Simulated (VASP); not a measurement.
# Cd in VASP: further runs

The runs below take Cd through single point, with r2SCAN.

Program: VASP 6.6.1. These are calculated values, not measurements. Logs are shortened: lines on timing, memory, paths and dates and some standing lists are left out, and cuts for length are marked.

## 1. The cell of the first run

The cell holds a slab with vacuum, 5 atoms: a = 2.979 Å, b = 2.979 Å, c = 22.012 Å, α = 90.00°, β = 90.00°, γ = 120.00°.

## 2. Single point, r2SCAN

Contents of POSCAR:

```
Cd
1.0
    2.9790740465      0.0000000000      0.0000000000
   -1.4895370232      2.5799538040      0.0000000000
    0.0000000000      0.0000000000     22.0121000000
Cd
5
Direct
    0.0000000000      0.0000000000      0.2498632881
    0.3333333333      0.6666666667      0.3763272286
    0.0000000000      0.0000000000      0.4999995686
    0.3333333333      0.6666666667      0.6236726935
    0.0000000000      0.0000000000      0.7501367119
```

Contents of INCAR.step1:

```
SYSTEM = Cd
ALGO = Normal
DIPOL = 0.5 0.5 0.500
EDIFF = 1E-4
ENCUT = 520
GGA = PE
IDIPOL = 3
ISMEAR = -1
LASPH = .TRUE.
LCHARG = .FALSE.
LDIPOL = .TRUE.
LREAL = .FALSE.
LWAVE = .TRUE.
NBANDS = 38
NELM = 80
PREC = Accurate
SIGMA = 0.1
```

Contents of INCAR.step2:

```
SYSTEM = Cd
ALGO = Normal
DIPOL = 0.5 0.5 0.500
EDIFF = 1E-6
ENCUT = 520
IDIPOL = 3
ISIF = 2
ISMEAR = -1
ISTART = 1
LASPH = .TRUE.
LCHARG = .TRUE.
LDIPOL = .TRUE.
LELF = .TRUE.
LMIXTAU = .TRUE.
LREAL = .FALSE.
LVACPOTAV = .TRUE.
LVHAR = .TRUE.
LWAVE = .FALSE.
METAGGA = R2SCAN
NBANDS = 38
NELM = 80
PREC = Accurate
SIGMA = 0.1
```

Contents of KPOINTS:

```
k-points
0
G
  16 16 1
  0 0 0
```

Potentials or basis: VASP PAW PBE potentials, release 64 (Cd).

The run is started by

```
> cat potpaw_PBE.64/Cd/POTCAR > POTCAR
> cp INCAR.step1 INCAR
> mpirun -np 1 vasp_std > vasp.out
> cp INCAR.step2 INCAR
> mpirun -np 1 vasp_std > vasp.out
```

OUTCAR:

```text
SYSTEM = Cd
   EDIFF = 1E-6
   ENCUT = 520
   ISIF = 2
   ISMEAR = -1
   ISTART = 1
   LASPH = .TRUE.
   LREAL = .FALSE.
   METAGGA = R2SCAN
   NELM = 80
   PREC = Accurate

 ion  position               nearest neighbor table
   1  0.000  0.000  0.250-   2 3.27   2 3.27   2 3.27
   2  0.333  0.667  0.376-   3 3.22   3 3.22   3 3.22   1 3.27   1 3.27   1 3.27
   3  0.000  0.000  0.500-   2 3.22   2 3.22   2 3.22   4 3.22   4 3.22   4 3.22
   4  0.333  0.667  0.624-   3 3.22   3 3.22   3 3.22   5 3.27   5 3.27   5 3.27
   5  0.000  0.000  0.750-   4 3.27   4 3.27   4 3.27

  LATTYP: Found a hexagonal cell.
 ALAT       =     2.9790740465
 C/A-ratio  =     7.3889066389

  Lattice vectors:

 A1 = (   2.9790740465,   0.0000000000,   0.0000000000)
 A2 = (  -1.4895370232,   2.5799538040,   0.0000000000)
 A3 = (   0.0000000000,   0.0000000000,  22.0121000000)

Analysis of symmetry for initial positions (statically):
=====================================================================
 Subroutine PRICEL returns:
 Original cell was already a primitive cell.

 Routine SETGRP: Setting up the symmetry group for a
 hexagonal supercell.

 Subroutine GETGRP returns: Found 12 space group operations
 (whereof 12 operations were pure point group operations)
 out of a pool of 24 trial point group operations.

The static configuration has the point symmetry D_3h.

Analysis of symmetry for dynamics (positions and initial velocities):
=====================================================================
 Subroutine PRICEL returns:
 Original cell was already a primitive cell.

 Routine SETGRP: Setting up the symmetry group for a
 hexagonal supercell.

 Subroutine GETGRP returns: Found 12 space group operations
 (whereof 12 operations were pure point group operations)
 out of a pool of 24 trial point group operations.

The dynamic configuration has the point symmetry D_3h.

 Subroutine INISYM returns: Found 12 space group operations
 (whereof 12 operations are pure point group operations),
 and found     1 'primitive' translations

----------------------------------------------------------------------------------------

                                     Primitive cell

  volume of cell :     169.1822

  direct lattice vectors                    reciprocal lattice vectors
     2.979074047  0.000000000  0.000000000     0.335674772  0.193801920  0.000000000
    -1.489537023  2.579953804  0.000000000     0.000000000  0.387603839  0.000000000
     0.000000000  0.000000000 22.012100000     0.000000000  0.000000000  0.045429559

  length of vectors
     2.979074047  2.979074046 22.012100000     0.387603839  0.387603839  0.045429559

  position of ions in fractional coordinates (direct lattice)
     0.000000000  0.000000000  0.249863288
     0.333333333  0.666666667  0.376327229
     0.000000000  0.000000000  0.499999569
     0.333333333  0.666666667  0.623672693
     0.000000000  0.000000000  0.750136712

  ion indices of the primitive-cell ions
   primitive index   ion index
                 1           1
                 2           2
                 3           3
                 4           4
                 5           5

----------------------------------------------------------------------------------------

 KPOINTS: k-points

Automatic generation of k-mesh.
 Grid dimensions read from file:
 generate k-points for:   16   16    1

 Generating k-lattice:

  Cartesian coordinates                     Fractional coordinates (reciprocal lattice)
     0.020979673  0.012112620  0.000000000     0.062500000  0.000000000  0.000000000
     0.000000000  0.024225240  0.000000000     0.000000000  0.062500000  0.000000000
     0.000000000  0.000000000  0.045429559     0.000000000  0.000000000  1.000000000

  Length of vectors
     0.024225240  0.024225240  0.045429559

  Shift w.r.t. Gamma in fractional coordinates (k-lattice)
     0.000000000  0.000000000  0.000000000

 Subroutine IBZKPT returns following result:
 ===========================================

 Found     30 irreducible k-points:

 Following reciprocal coordinates:
            Coordinates               Weight
  0.000000  0.000000  0.000000      1.000000
  0.062500  0.000000  0.000000      6.000000
  0.125000  0.000000  0.000000      6.000000
  0.187500  0.000000  0.000000      6.000000
  0.250000  0.000000  0.000000      6.000000
  0.312500  0.000000  0.000000      6.000000
[... 16 lines left out ...]
  0.187500  0.187500  0.000000      6.000000
  0.250000  0.187500  0.000000     12.000000
 [... further k-points ...]
   k-points           NKPTS =     30   k-points in BZ     NKDIM =     30   number of bands    NBANDS=     38
   number of dos      NEDOS =    301   number of ions     NIONS =      5
   total plane-waves  NPLWV =  96768
   dimension x,y,z NGX =    24 NGY =   24 NGZ =  168
   dimension x,y,z NGXF=    48 NGYF=   48 NGZF=  336
   ions per type =               5
   NGX,Y,Z   is equivalent  to a cutoff of  13.39, 13.39, 12.69 a.u.
   NGXF,Y,Z  is equivalent  to a cutoff of  26.79, 26.79, 25.38 a.u.
 SYSTEM =  Cd
   PREC   = accura    normal or accurate (medium, high low for compatibility)
   ISTART =      1    job   : 0-new  1-cont  2-samecut
   ICHARG =      0    charge: 1-file 2-atom 10-const
   ISPIN  =      1    spin polarized calculation?
   LNONCOLLINEAR =      F non collinear calculations
   LSORBIT =      F    spin-orbit coupling
   LASPH  =      T    aspherical Exc in radial PAW
   ENCUT  =  520.0 eV  38.22 Ry    6.18 a.u.   5.54  5.54 40.93*2*pi/ulx,y,z
   NELM   =     80;   NELMIN=  2; NELMDL=  0     # of ELM steps
   EDIFF  = 0.1E-05   stopping-criterion for ELM
   LREAL  =      F    real-space projection
   EDIFFG = 0.1E-04   stopping-criterion for IOM
   NSW    =      0    number of steps for IOM
   IBRION =     -1    ionic relax: 0-MD 1-quasi-New 2-CG
   NFREE  =      0    steps in history (QN), initial steepest desc. (CG)
   ISIF   =      2    stress and relaxation
   ISYM   =      2    0-nonsym 1-usesym 2-fastsym
   POTIM  = 0.5000    time-step for ionic-motion
   TEBEG  =    0.0;   TEEND  =   0.0 temperature during run
   PSTRESS=    0.0 pullay stress
   NELECT =      60.0000    total number of electrons
   NUPDOWN=      -1.0000    fix difference up-down
   EMIN   =  10.00;   EMAX   =-10.00  energy-range for DOS
   EFERMI =   0.00;   METHOD = LEGACY
   ISMEAR =    -1;   SIGMA  =   0.10  broadening in eV -4-tet -1-fermi 0-gaus
   EFERMI_NEDOS =   21; number of points for ismear=-14 and -15
   IALGO  =     38    algorithm
   IMIX   =      4    mixing-type and parameters
     AMIX     =   0.40;   BMIX     =  1.00
     AMIX_MAG =   1.60;   BMIX_MAG =  1.00
  volume/ion in A,a.u.               =      33.84       228.34
  Fermi-wavevector in a.u.,A,eV,Ry     =   1.158796  2.189807 18.270016  1.342808
  Thomas-Fermi vector in A             =   2.295395
   LORBIT       =      0    0 simple, 1 ext, 2 COOP (PROOUT), +10 PAW based schemes
   METAGGA = R2SCAN    functional components
   LHFCALC =     F    Hartree Fock is set to
   AEXX    =    0.0000 exact exchange contribution
   IVDW    =     0    specifies the selected vdW correction
   LEPSILON=     F    determine dielectric tensor
   LRPA    =     F    only Hartree local field effects (RPA)
 non-spin polarized calculation
  energy-cutoff  :      520.00
  volume of cell :      169.18
 maximum number of plane-waves:      4653
 NGX is ok and might be reduce to    24
   NGX = 11   NGY = 11   NGZ = 81

 number of electron      59.9999990 magnetization

 dipolmoment           0.000000      0.000000      0.000070 electrons x Angstroem

 Free energy of the ion-electron system (eV)
  ---------------------------------------------------
  ext. energy  EPLUGINS =         0.00000000
  ---------------------------------------------------
  free energy    TOTEN  =      -100.23920664 eV

  energy without entropy =     -100.20445676  energy(sigma->0) =     -100.22183170

 E-fermi :   0.5588     XC(G=0):  -8.0758

 val. band max:        0.4857779222   @ k =   0.3750   0.2500   0.0000
 cond. band min:       0.5741985497   @ k =   0.0000   0.0000   0.0000
 fundamental gap:      0.0884206276
 Fermi energy:         0.5588374465

 k-point     1 :       0.0000    0.0000    0.0000
  band No.  band energies     occupation
      1      -9.9206      2.00000
      2      -9.7919      2.00000
      3      -9.6974      2.00000
      4      -9.5916      2.00000
      5      -9.5753      2.00000
      6      -9.2726      2.00000
[... 30 lines left out ...]
     37       8.6615      0.00000
     38       9.2177      0.00000

 k-point     2 :       0.0625    0.0000    0.0000
  band No.  band energies     occupation
      1      -9.8786      2.00000
      2      -9.7493      2.00000
      3      -9.6549      2.00000
      4      -9.5491      2.00000
      5      -9.5345      2.00000
      6      -9.2885      2.00000
[... 30 lines left out ...]
     37       8.7613      0.00000
     38       9.3088      0.00000

 k-point     3 :       0.1250    0.0000    0.0000
  band No.  band energies     occupation
      1      -9.7777      2.00000
      2      -9.6491      2.00000
      3      -9.5602      2.00000
      4      -9.4530      2.00000
      5      -9.4491      2.00000
      6      -9.3247      2.00000
[... 30 lines left out ...]
     37       9.0564      0.00000
     38       9.5756      0.00000

 k-point     4 :       0.1875    0.0000    0.0000
  band No.  band energies     occupation
      1      -9.7179      2.00000
      2      -9.5949      2.00000
      3      -9.5086      2.00000
      4      -9.3961      2.00000
      5      -9.3907      2.00000
      6      -9.3702      2.00000
[... 30 lines left out ...]
     37       9.2116      0.00000
     38       9.5577      0.00000
[... 703 lines left out ...]
      4      -9.7152      2.00000
      5      -9.5945      2.00000
      6      -9.5724      2.00000
[... 30 lines left out ...]
     37       6.5841      0.00000
     38       6.6139      0.00000

 k-point    23 :       0.1875    0.1875    0.0000
  band No.  band energies     occupation
      1      -9.5711      2.00000
      2      -9.5299      2.00000
      3      -9.5272      2.00000
      4      -9.4020      2.00000
      5      -9.3899      2.00000
      6      -9.3295      2.00000
[... 30 lines left out ...]
     37       6.6603      0.00000
     38       7.0579      0.00000

 k-point    24 :       0.2500    0.1875    0.0000
  band No.  band energies     occupation
      1      -9.6251      2.00000
      2      -9.5849      2.00000
      3      -9.5394      2.00000
      4      -9.4636      2.00000
      5      -9.4133      2.00000
      6      -9.3890      2.00000
[... 30 lines left out ...]
     37       5.9445      0.00000
     38       6.2300      0.00000

 [... further k-points ...]
[... 5 lines left out ...]
  --------------------------------------------------------------------------------------
  -------------------------------------------------------------------------------------
  Total        0.2573630      0.2573630      0.1942884      0.0000000      0.0000000      0.0000000
  in kB        2.4372608      2.4372608      1.8399360      0.0000000      0.0000000      0.0000000
  external PRESSURE =       2.2381525 kB  Pullay stress =       0.0000000 kB

 VOLUME and BASIS-vectors are now :
 -----------------------------------------------------------------------------
  energy-cutoff  :      520.00
  volume of cell :      169.18
      direct lattice vectors                 reciprocal lattice vectors
     2.979074047  0.000000000  0.000000000     0.335674772  0.193801920  0.000000000
    -1.489537023  2.579953804  0.000000000     0.000000000  0.387603839  0.000000000
     0.000000000  0.000000000 22.012100000     0.000000000  0.000000000  0.045429559

 POSITION                                       TOTAL-FORCE (eV/Angst)
 -----------------------------------------------------------------------------------
      0.00000      0.00000      5.50002        -0.000000      0.000000     -0.016172
     -0.00000      1.71997      8.28375         0.000000      0.000000     -0.002845
      0.00000      0.00000     11.00604         0.000000      0.000000      0.000000
     -0.00000      1.71997     13.72835         0.000000     -0.000000      0.002845
      0.00000      0.00000     16.51208        -0.000000      0.000000      0.016172
 -----------------------------------------------------------------------------------
    total drift:                               -0.000002      0.000001      0.010799

  FREE ENERGIE OF THE ION-ELECTRON SYSTEM (eV)
  ---------------------------------------------------
  free  energy   TOTEN  =      -100.2392066403 eV

  energy  without entropy=     -100.2044567629  energy(sigma->0) =     -100.22183170

 vacuum level on the upper side and lower side of the slab         4.294         4.293
```

Run time: 29 min. Hardware: 1 thread of Intel Xeon 8259CL, shared host; peak memory 0.41 GiB.

What came out:

* Free energy: -100.2392 eV
* Largest force: 0.016 eV/Å
* Band gap on the k mesh: zero (bands 30 and 31 overlap by 3.34 eV)

Forces in eV/Å, atoms in the order of the input:
```
Cd   0.000  0.000 -0.016
Cd   0.000  0.000 -0.003
Cd   0.000  0.000  0.000
Cd   0.000  0.000  0.003
Cd   0.000  0.000  0.016
```

Caveat: the PAW data sets were made with another functional, which shifts forces and pressure a little.

## 3. Single point, r2SCAN

This run uses another cell than the first one.

Contents of POSCAR:

```
Cd
1.0
    2.9790740465      0.0000000000      0.0000000000
   -1.4895370232      2.5799538040      0.0000000000
    0.0000000000      0.0000000000     27.3874000000
Cd
5
Direct
    0.0000000000      0.0000000000      0.2921044076
    0.3333333340      0.6666666660      0.3960522040
    0.0000000000      0.0000000000      0.4999999997
    0.3333333340      0.6666666660      0.6039477960
    0.0000000000      0.0000000000      0.7078955924
```

Contents of INCAR.step1:

```
SYSTEM = Cd
  ALGO = Normal
  DIPOL = 0.5 0.5 0.500
  EDIFF = 1E-4
  ENCUT = 520
  GGA = PE
  IDIPOL = 3
  ISMEAR = -1
  LASPH = .TRUE.
  LCHARG = .FALSE.
  LDIPOL = .TRUE.
  LREAL = .FALSE.
  LWAVE = .TRUE.
  NBANDS = 38
  NELM = 100
  PREC = Accurate
  SIGMA = 0.1
```

Contents of INCAR.step2:

```
SYSTEM = Cd
  ALGO = Normal
  DIPOL = 0.5 0.5 0.500
  EDIFF = 1E-7
  ENCUT = 520
  IDIPOL = 3
  ISIF = 2
  ISMEAR = -1
  ISTART = 1
  LASPH = .TRUE.
  LCHARG = .FALSE.
  LDIPOL = .TRUE.
  LMIXTAU = .TRUE.
  LREAL = .FALSE.
  LWAVE = .FALSE.
  METAGGA = R2SCAN
  NBANDS = 38
  NELM = 100
  PREC = Accurate
  SIGMA = 0.1
```

KPOINTS is that of step 2.

Potentials or basis: VASP PAW PBE potentials, release 64 (Cd).

The run is started by

```
> cat potpaw_PBE.64/Cd/POTCAR > POTCAR
> cp INCAR.step1 INCAR
> mpirun -np 1 vasp_std > vasp.out
> cp INCAR.step2 INCAR
> mpirun -np 1 vasp_std > vasp.out
```

Wall time 27 min (1 thread of Intel Xeon 8259CL, shared host); peak memory 0.49 GiB.

It converged, with:

| Quantity | Value |
| --- | --- |
| Free energy | -100.2307 eV |
| Largest force | 0.043 eV/Å |
| Band gap on the k mesh | zero (bands 30 and 31 overlap by 3.56 eV) |

Forces in eV/Å, atoms in the order of the input:
```
Cd   0.000  0.000  0.024
Cd   0.000  0.000  0.043
Cd   0.000  0.000  0.000
Cd   0.000  0.000 -0.043
Cd   0.000  0.000 -0.024
```

Levels at points of the mesh, in eV from the Fermi level:
```tsv
k point	band 26	band 27	band 28	band 29	band 30	band 31	band 32	band 33	band 34	band 35
(0.00, 0.00, 0.00)	-8.90	-8.31	-7.34	-6.02	-4.42	-2.34	-0.25	1.89	3.38	4.13
(0.50, 0.00, 0.00)	-2.22	-1.82	-1.76	-1.37	-1.29	0.33	0.70	1.00	1.54	2.29
```

Caveat: the PAW data sets were made with another functional, which shifts forces and pressure a little.

The gap in the log of VASP goes by the Fermi energy; the results here count the filled bands.